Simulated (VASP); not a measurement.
# BaTiO3 (P4mm) in VASP: a series of runs

Runs on BaTiO3. Level: PBE. Tasks: single point.

All numbers are computed with VASP 6.6.1; they aren't measurements. Logs are shortened: lines on timing, memory, paths and dates and some standing lists are left out, and cuts for length are marked.

## (1) The cell of the first run

The structure is tetragonal, space group P4mm (No. 99). The conventional cell has a = 3.985 Å, b = 3.985 Å, c = 4.202 Å, α = 90.00°, β = 90.00°, γ = 90.00°. Within 3.7 Å of Ba (site symmetry 4mm) lie 12 O at 2.80 to 2.99 Å and 8 Ti at 3.47 to 3.56 Å. Within 2.4 Å of Ti (site symmetry 4mm) lie 6 O at 1.81 to 2.39 Å. O (site symmetry 4mm) has 2 Ti at 1.81 to 2.39 Å within 2.4 Å. Within 2.7 Å of O (site symmetry 2mm) lie 2 Ti at 2.00 Å.

## (2) Single point, PBE

INCAR reads:

```
PREC = Accurate
ENCUT = 520
EDIFF = 1E-7
ISMEAR = 0
SIGMA = 0.05
LREAL = F
LASPH = T
NELM = 60
ALGO = Normal
ISIF = 2
LWAVE = F
LCHARG = T
GGA = PE
LELF = T
LVHAR = T
NBANDS = 28
```

KPOINTS reads:

```
regular mesh
0
Gamma
  8 8 6
```

POSCAR reads:

```
BaTiO3
1.0
    3.9853536613      0.0000000000      0.0000000000
    0.0000000000      3.9853536613      0.0000000000
    0.0000000000      0.0000000000      4.2018072460
Ba Ti O
1 1 3
Direct
    0.0000000000      0.0000000000      0.9863187693
    0.5000000000      0.5000000000      0.4690806688
    0.5000000000      0.5000000000      0.0378497747
    0.5000000000      0.0000000000      0.5173753936
    0.0000000000      0.5000000000      0.5173753936
```

Potentials or basis: VASP PAW PBE potentials, release 64 (Ba_sv, Ti_sv, O).

The run is started by

```bash
$ cat potpaw_PBE.64/Ba_sv/POTCAR potpaw_PBE.64/Ti_sv/POTCAR potpaw_PBE.64/O/POTCAR > POTCAR
$ mpirun -np 1 vasp_std > vasp.out
```

OUTCAR:

```text
PREC = Accurate
   ENCUT = 520
   EDIFF = 1E-7
   ISMEAR = 0
   LREAL = F
   LASPH = T
   NELM = 60
   ISIF = 2
   GGA = PE

 ion  position               nearest neighbor table
   1  0.000  0.000  0.986-   4 2.80   5 2.80   5 2.80   4 2.80   3 2.83   3 2.83   3 2.83   3 2.83
                             4 2.99   5 2.99   5 2.99   4 2.99   2 3.47   2 3.47   2 3.47   2 3.47
   2  0.500  0.500  0.469-   3 1.81   4 2.00   5 2.00   4 2.00   5 2.00   3 2.39   1 3.47   1 3.47
                             1 3.47   1 3.47   1 3.56   1 3.56   1 3.56   1 3.56
   3  0.500  0.500  0.038-   2 1.81   2 2.39   1 2.83   1 2.83   1 2.83   1 2.83
   4  0.500  0.000  0.517-   2 2.00   2 2.00   1 2.80   1 2.80   1 2.99   1 2.99
   5  0.000  0.500  0.517-   2 2.00   2 2.00   1 2.80   1 2.80   1 2.99   1 2.99

  LATTYP: Found a simple tetragonal cell.
 ALAT       =     3.9853536613
 C/A-ratio  =     1.0543122651

  Lattice vectors:

 A1 = (   3.9853536613,   0.0000000000,   0.0000000000)
 A2 = (   0.0000000000,   3.9853536613,   0.0000000000)
 A3 = (   0.0000000000,   0.0000000000,   4.2018072460)

Analysis of symmetry for initial positions (statically):
=====================================================================
 Subroutine PRICEL returns:
 Original cell was already a primitive cell.

 Routine SETGRP: Setting up the symmetry group for a
 simple tetragonal supercell.

 Subroutine GETGRP returns: Found  8 space group operations
 (whereof  8 operations were pure point group operations)
 out of a pool of 16 trial point group operations.

The static configuration has the point symmetry C_4v.

Analysis of symmetry for dynamics (positions and initial velocities):
=====================================================================
 Subroutine PRICEL returns:
 Original cell was already a primitive cell.

 Routine SETGRP: Setting up the symmetry group for a
 simple tetragonal supercell.

 Subroutine GETGRP returns: Found  8 space group operations
 (whereof  8 operations were pure point group operations)
 out of a pool of 16 trial point group operations.

The dynamic configuration has the point symmetry C_4v.

 Subroutine INISYM returns: Found  8 space group operations
 (whereof  8 operations are pure point group operations),
 and found     1 'primitive' translations

----------------------------------------------------------------------------------------

                                     Primitive cell

  volume of cell :      66.7375

  direct lattice vectors                    reciprocal lattice vectors
     3.985353661  0.000000000  0.000000000     0.250918760  0.000000000  0.000000000
     0.000000000  3.985353661  0.000000000     0.000000000  0.250918760  0.000000000
     0.000000000  0.000000000  4.201807246     0.000000000  0.000000000  0.237992831

  length of vectors
     3.985353661  3.985353661  4.201807246     0.250918760  0.250918760  0.237992831

  position of ions in fractional coordinates (direct lattice)
     0.000000000  0.000000000  0.986318769
     0.500000000  0.500000000  0.469080669
     0.500000000  0.500000000  0.037849775
     0.500000000  0.000000000  0.517375394
     0.000000000  0.500000000  0.517375394

  ion indices of the primitive-cell ions
   primitive index   ion index
                 1           1
                 2           2
                 3           3
                 4           4
                 5           5

----------------------------------------------------------------------------------------

 KPOINTS: regular mesh

Automatic generation of k-mesh.
 Grid dimensions read from file:
 generate k-points for:    8    8    6

 Generating k-lattice:

  Cartesian coordinates                     Fractional coordinates (reciprocal lattice)
     0.031364845  0.000000000  0.000000000     0.125000000  0.000000000  0.000000000
     0.000000000  0.031364845  0.000000000     0.000000000  0.125000000  0.000000000
     0.000000000  0.000000000  0.039665472     0.000000000  0.000000000  0.166666667

  Length of vectors
     0.031364845  0.031364845  0.039665472

  Shift w.r.t. Gamma in fractional coordinates (k-lattice)
     0.000000000  0.000000000  0.000000000

 Subroutine IBZKPT returns following result:
 ===========================================

 Found     60 irreducible k-points:

 Following reciprocal coordinates:
            Coordinates               Weight
  0.000000  0.000000  0.000000      1.000000
  0.125000  0.000000  0.000000      4.000000
  0.250000  0.000000  0.000000      4.000000
  0.375000  0.000000  0.000000      4.000000
  0.500000  0.000000  0.000000      2.000000
  0.125000  0.125000  0.000000      4.000000
[... 16 lines left out ...]
  0.375000  0.125000  0.166667     16.000000
  0.500000  0.125000  0.166667      8.000000
 [... further k-points ...]
   k-points           NKPTS =     60   k-points in BZ     NKDIM =     60   number of bands    NBANDS=     28
   number of dos      NEDOS =    301   number of ions     NIONS =      5
   total plane-waves  NPLWV =  28800
   dimension x,y,z NGX =    30 NGY =   30 NGZ =   32
   dimension x,y,z NGXF=    60 NGYF=   60 NGZF=   64
   ions per type =               1   1   3
   NGX,Y,Z   is equivalent  to a cutoff of  12.51, 12.51, 12.66 a.u.
   NGXF,Y,Z  is equivalent  to a cutoff of  25.03, 25.03, 25.32 a.u.
 SYSTEM =  unknown system
   PREC   = accura    normal or accurate (medium, high low for compatibility)
   ISTART =      0    job   : 0-new  1-cont  2-samecut
   ICHARG =      2    charge: 1-file 2-atom 10-const
   ISPIN  =      1    spin polarized calculation?
   LNONCOLLINEAR =      F non collinear calculations
   LSORBIT =      F    spin-orbit coupling
   LASPH  =      T    aspherical Exc in radial PAW
   ENCUT  =  520.0 eV  38.22 Ry    6.18 a.u.   7.41  7.41  7.81*2*pi/ulx,y,z
   NELM   =     60;   NELMIN=  2; NELMDL= -5     # of ELM steps
   EDIFF  = 0.1E-06   stopping-criterion for ELM
   LREAL  =      F    real-space projection
   EDIFFG = 0.1E-05   stopping-criterion for IOM
   NSW    =      0    number of steps for IOM
   IBRION =     -1    ionic relax: 0-MD 1-quasi-New 2-CG
   NFREE  =      0    steps in history (QN), initial steepest desc. (CG)
   ISIF   =      2    stress and relaxation
   ISYM   =      2    0-nonsym 1-usesym 2-fastsym
   POTIM  = 0.5000    time-step for ionic-motion
   TEBEG  =    0.0;   TEEND  =   0.0 temperature during run
   PSTRESS=    0.0 pullay stress
   NELECT =      40.0000    total number of electrons
   NUPDOWN=      -1.0000    fix difference up-down
   EMIN   =  10.00;   EMAX   =-10.00  energy-range for DOS
   EFERMI =   0.00;   METHOD = LEGACY
   ISMEAR =     0;   SIGMA  =   0.05  broadening in eV -4-tet -1-fermi 0-gaus
   EFERMI_NEDOS =   21; number of points for ismear=-14 and -15
   IALGO  =     38    algorithm
   IMIX   =      4    mixing-type and parameters
     AMIX     =   0.40;   BMIX     =  1.00
     AMIX_MAG =   1.60;   BMIX_MAG =  1.00
  volume/ion in A,a.u.               =      13.35        90.07
  Fermi-wavevector in a.u.,A,eV,Ry     =   1.380294  2.608377 25.921970  1.905211
  Thomas-Fermi vector in A             =   2.505184
   LORBIT       =      0    0 simple, 1 ext, 2 COOP (PROOUT), +10 PAW based schemes
   GGA     = PE    functional components
   LHFCALC =     F    Hartree Fock is set to
   AEXX    =    0.0000 exact exchange contribution
   IVDW    =     0    specifies the selected vdW correction
   LEPSILON=     F    determine dielectric tensor
   LRPA    =     F    only Hartree local field effects (RPA)
 non-spin polarized calculation
 Gauss-broadening in eV      SIGMA  =   0.05
  energy-cutoff  :      520.00
  volume of cell :       66.74
 maximum number of plane-waves:      1832
 NGX is ok and might be reduce to    30

 number of electron      39.9999982 magnetization

 Free energy of the ion-electron system (eV)
  ---------------------------------------------------
  ext. energy  EPLUGINS =         0.00000000
  ---------------------------------------------------
  free energy    TOTEN  =       -40.04028363 eV

  energy without entropy =      -40.04028363  energy(sigma->0) =      -40.04028363

 E-fermi :   4.0482     XC(G=0): -11.0229

 val. band max:        3.7465491837   @ k =   0.5000   0.5000   0.5000
 cond. band min:       5.5350709168   @ k =   0.0000   0.0000   0.0000
 fundamental gap:      1.7885217331
 Fermi energy:         4.0481547768

 k-point     1 :       0.0000    0.0000    0.0000
  band No.  band energies     occupation
      1     -52.9048      2.00000
      2     -29.2412      2.00000
      3     -29.1021      2.00000
      4     -29.1021      2.00000
      5     -21.4450      2.00000
      6     -13.2703      2.00000
[... 20 lines left out ...]
     27       8.8219      0.00000
     28      10.4005      0.00000

 k-point     2 :       0.1250    0.0000    0.0000
  band No.  band energies     occupation
      1     -52.9046      2.00000
      2     -29.2409      2.00000
      3     -29.1099      2.00000
      4     -29.1018      2.00000
      5     -21.4293      2.00000
      6     -13.2747      2.00000
[... 20 lines left out ...]
     27       9.1102      0.00000
     28      10.7763      0.00000

 k-point     3 :       0.2500    0.0000    0.0000
  band No.  band energies     occupation
      1     -52.9043      2.00000
      2     -29.2401      2.00000
      3     -29.1289      2.00000
      4     -29.1011      2.00000
      5     -21.3909      2.00000
      6     -13.3259      2.00000
[... 20 lines left out ...]
     27       9.8187      0.00000
     28      11.7250      0.00000

 k-point     4 :       0.3750    0.0000    0.0000
  band No.  band energies     occupation
      1     -52.9039      2.00000
      2     -29.2393      2.00000
      3     -29.1477      2.00000
      4     -29.1003      2.00000
      5     -21.3518      2.00000
      6     -13.4152      2.00000
[... 578 lines left out ...]
     27      10.3089      0.00000
     28      11.4864      0.00000

 k-point    23 :       0.3750    0.1250    0.1667
  band No.  band energies     occupation
      1     -52.9036      2.00000
      2     -29.2460      2.00000
      3     -29.1468      2.00000
      4     -29.1078      2.00000
      5     -21.3290      2.00000
      6     -13.2677      2.00000
[... 20 lines left out ...]
     27      11.0718      0.00000
     28      11.8837      0.00000

 k-point    24 :       0.5000    0.1250    0.1667
  band No.  band energies     occupation
      1     -52.9034      2.00000
      2     -29.2456      2.00000
      3     -29.1545      2.00000
      4     -29.1075      2.00000
      5     -21.3144      2.00000
      6     -13.2936      2.00000
[... 20 lines left out ...]
     27      11.4002      0.00000
     28      12.0224      0.00000

 [... further k-points ...]
[... 5 lines left out ...]
  --------------------------------------------------------------------------------------
  -------------------------------------------------------------------------------------
  Total        0.6502009      0.6502009      0.6755314      0.0000000     -0.0000000      0.0000000
  in kB       15.6094747     15.6094747     16.2175883      0.0000000     -0.0000000      0.0000000
  external PRESSURE =      15.8121792 kB  Pullay stress =       0.0000000 kB

 VOLUME and BASIS-vectors are now :
 -----------------------------------------------------------------------------
  energy-cutoff  :      520.00
  volume of cell :       66.74
      direct lattice vectors                 reciprocal lattice vectors
     3.985353661  0.000000000  0.000000000     0.250918760  0.000000000  0.000000000
     0.000000000  3.985353661  0.000000000     0.000000000  0.250918760  0.000000000
     0.000000000  0.000000000  4.201807246     0.000000000  0.000000000  0.237992831

 POSITION                                       TOTAL-FORCE (eV/Angst)
 -----------------------------------------------------------------------------------
      0.00000      0.00000      4.14432        -0.000000      0.000000      0.048098
      1.99268      1.99268      1.97099        -0.000000      0.000000      0.082245
      1.99268      1.99268      0.15904        -0.000000     -0.000000     -0.080736
      1.99268      0.00000      2.17391        -0.000000      0.000000     -0.024804
      0.00000      1.99268      2.17391         0.000000      0.000000     -0.024804
 -----------------------------------------------------------------------------------
    total drift:                                0.000000      0.000000     -0.000049

  FREE ENERGIE OF THE ION-ELECTRON SYSTEM (eV)
  ---------------------------------------------------
  free  energy   TOTEN  =       -40.0402836345 eV

  energy  without entropy=      -40.0402836345  energy(sigma->0) =      -40.04028363
```

Wall time 3.8 min (1 thread of AMD EPYC 7R13, shared host); peak memory 0.22 GiB.

Results:

```
Free energy            : -40.0403 eV
Pressure               : 1.6 GPa
Largest force          : 0.082 eV/Å
Band gap on the k mesh : 1.79 eV, indirect (least direct gap 2.36 eV)
```

Forces on the atoms (eV/Å):
```
Ba   0.000  0.000  0.048
Ti   0.000  0.000  0.082
O    0.000  0.000 -0.081
O    0.000  0.000 -0.025
O    0.000  0.000 -0.025
```

Caveat: spin-orbit coupling is left out, which moves the levels of the heavy elements. A k mesh can miss the band edges.

## (3) Single point, PBE

INCAR reads:

```
SYSTEM = BaTiO3
ALGO = Normal ; EDIFF = 1E-7
ENCUT = 520 ; GGA = PE
ISIF = 2 ; ISMEAR = 0
LASPH = .TRUE. ; LCHARG = .TRUE.
LELF = .TRUE. ; LREAL = .FALSE.
LVHAR = .TRUE. ; LWAVE = .FALSE.
NBANDS = 28 ; NELM = 100
PREC = Accurate ; SIGMA = 0.02
```

KPOINTS reads:

```
k-points
0
G
  8 8 8
  0 0 0
```

POSCAR, as its differences from that of step 2:

```diff
@@ -8,3 +8,3 @@
 Direct
-    0.0000000000      0.0000000000      0.9863187693
+    0.0000000000      0.0000000000     -0.0136812307
     0.5000000000      0.5000000000      0.4690806688
```

Potentials or basis: VASP PAW PBE potentials, release 64 (Ba_sv, Ti_sv, O).

The run is started by

```bash
$ cat potpaw_PBE.64/Ba_sv/POTCAR potpaw_PBE.64/Ti_sv/POTCAR potpaw_PBE.64/O/POTCAR > POTCAR
$ mpirun -np 1 vasp_std > vasp.out
```

Wall time 4.5 min (1 thread of AMD EPYC 7R13, shared host); peak memory 0.24 GiB.

It converged, with:

| Item | Value |
| --- | --- |
| Free energy | -40.0403 eV |
| Pressure | 1.6 GPa |
| Largest force | 0.083 eV/Å |
| Band gap on the k mesh | 1.79 eV, indirect (least direct gap 2.36 eV) |

Forces on the atoms (eV/Å):
```
Ba   0.000  0.000  0.048
Ti   0.000  0.000  0.083
O    0.000  0.000 -0.081
O    0.000  0.000 -0.025
O    0.000  0.000 -0.025
```

Levels at points of the mesh, in eV from the valence-band top:
| k point | band 16 | band 17 | band 18 | band 19 | band 20 | band 21 | band 22 | band 23 | band 24 | band 25 |
| --- | --- | --- | --- | --- | --- | --- | --- | --- | --- | --- |
| (0.00, 0.00, 0.00) | -1.74 | -1.33 | -0.94 | -0.57 | -0.57 | 1.79 | 2.44 | 2.44 | 4.00 | 4.21 |
| (0.50, 0.00, 0.00) | -1.99 | -1.97 | -1.72 | -1.59 | -1.35 | 2.51 | 3.42 | 3.52 | 4.08 | 5.47 |
| (0.50, 0.50, 0.00) | -2.99 | -2.04 | -1.17 | -1.17 | -0.06 | 3.56 | 3.56 | 3.90 | 4.08 | 7.42 |
| (0.00, 0.00, 0.50) | -2.18 | -2.07 | -2.00 | -0.74 | -0.74 | 1.91 | 3.43 | 3.43 | 4.01 | 5.83 |
| (0.50, 0.00, 0.50) | -2.62 | -1.86 | -1.18 | -1.09 | -0.53 | 3.45 | 3.47 | 3.70 | 4.77 | 7.01 |
| (0.50, 0.50, 0.50) | -2.64 | -2.64 | -0.46 | -0.46 | 0.00 | 3.95 | 3.95 | 4.06 | 5.93 | 6.35 |

Caveat: spin-orbit coupling is left out, which moves the levels of the heavy elements.

## (4) Single point, PBE

This run uses another cell than the first one: it holds 10 atoms, not 5.

INCAR reads:

```
ALGO     = Normal         # electronic algorithm
EDIFF    = 1E-6           # SCF threshold, eV
ENCUT    = 520            # plane-wave cutoff, eV
GGA      = PE             # functional
ISIF     = 2              # what is computed and relaxed
ISMEAR   = 0              # smearing method
LASPH    = T              # aspherical terms in the spheres
LCHARG   = T              # write CHGCAR
LELF     = T              # ELF
LREAL    = F              # projectors in reciprocal space
LVHAR    = T            
LWAVE    = F              # write WAVECAR
NBANDS   = 51             # bands
NELM     = 80             # most SCF steps
PREC     = Accurate       # precision mode
SIGMA    = 0.05           # smearing width, eV
```

KPOINTS reads:

```
k-points
0
Gamma
  8 6 6
```

POSCAR reads:

```
BaTiO3
1.0
   -3.9853536613      0.0000000000      0.0000000000
    0.0000000000      3.9853536613      4.2018072460
    0.0000000000      3.9853536613     -4.2018072460
Ba Ti O
2 2 6
Direct
    0.0000000000      0.9931593846      0.0068406154
    0.0000000000      0.4931593846      0.5068406154
    0.5000000000      0.4845403344      0.0154596656
    0.5000000000      0.9845403344      0.5154596656
    0.5000000000      0.2689248873      0.2310751127
    0.5000000000      0.7689248873      0.7310751127
    0.5000000000      0.2586876968      0.7413123032
    0.5000000000      0.7586876968      0.2413123032
    1.0000000000      0.5086876968      0.9913123032
    1.0000000000      0.0086876968      0.4913123032
```

The run is started by

```bash
$ cat potpaw_PBE.64/Ba_sv/POTCAR potpaw_PBE.64/Ti_sv/POTCAR potpaw_PBE.64/O/POTCAR > POTCAR
$ mpirun -np 1 vasp_std > vasp.out
```

It took 20 min on 1 thread of AMD EPYC 7R13, shared host; peak memory 0.46 GiB.

Results (log left out):

| Property | Result |
| --- | --- |
| Free energy | -80.0809 eV |
| Pressure | 1.6 GPa |
| Largest force | 0.083 eV/Å |
| Band gap on the k mesh | 1.79 eV |

Forces on the atoms (eV/Å):
```
Ba   0.000  0.000  0.048
Ba   0.000  0.000  0.048
Ti   0.000  0.000  0.083
Ti   0.000  0.000  0.083
O    0.000  0.000 -0.081
O    0.000  0.000 -0.081
O    0.000  0.000 -0.025
O    0.000  0.000 -0.025
O    0.000  0.000 -0.025
O    0.000  0.000 -0.025
```

Levels at points of the mesh, in eV from the valence-band top:
| k point | band 36 | band 37 | band 38 | band 39 | band 40 | band 41 | band 42 | band 43 | band 44 | band 45 |
| --- | --- | --- | --- | --- | --- | --- | --- | --- | --- | --- |
| (0.00, 0.00, 0.00) | -1.09 | -0.94 | -0.57 | -0.57 | -0.53 | 1.79 | 2.44 | 2.44 | 3.45 | 3.47 |
| (0.50, 0.00, 0.00) | -1.59 | -1.35 | -0.46 | -0.46 | 0.00 | 2.51 | 3.42 | 3.52 | 3.95 | 3.95 |
| (0.00, 0.50, 0.00) | -1.25 | -1.25 | -1.25 | -0.86 | -0.86 | 2.71 | 2.71 | 2.97 | 2.97 | 3.00 |
| (0.50, 0.50, 0.00) | -1.21 | -0.95 | -0.95 | -0.57 | -0.57 | 3.19 | 3.19 | 3.63 | 3.63 | 3.68 |
| (0.00, 0.50, 0.50) | -1.72 | -1.59 | -1.35 | -0.74 | -0.74 | 1.91 | 2.51 | 3.42 | 3.43 | 3.43 |
| (0.50, 0.50, 0.50) | -1.17 | -1.17 | -1.09 | -0.53 | -0.06 | 3.45 | 3.47 | 3.56 | 3.56 | 3.70 |

Caveat: spin-orbit coupling is left out, which moves the levels of the heavy elements.

## (5) Summary

```tsv
cell	k mesh	smearing	gap on the mesh (eV)	pressure (GPa)	largest force (eV/Å)
a = 3.985, b = 3.985, c = 4.202 Å, 5 atoms	8 × 8 × 6	gaussian 0.05 eV	1.79	1.6	0.08
a = 3.985, b = 3.985, c = 4.202 Å, 5 atoms	8 × 8 × 8	gaussian 0.02 eV	1.79	1.6	0.08
a = 3.985, b = 5.791, c = 5.791 Å, angles 93.0, 90.0, 90.0°, 10 atoms	8 × 6 × 6	gaussian 0.05 eV	1.79	1.6	0.08
```

Alike in all rows: task single point; level PBE; potentials or basis VASP PAW PBE potentials, release 64 (Ba_sv, Ti_sv, O); no spin polarisation; cutoff (eV) 520.

Caveats: spin-orbit coupling is left out, which moves the levels of the heavy elements.

Total energies depend on the potentials used, so only differences within one code and one set of settings carry meaning.
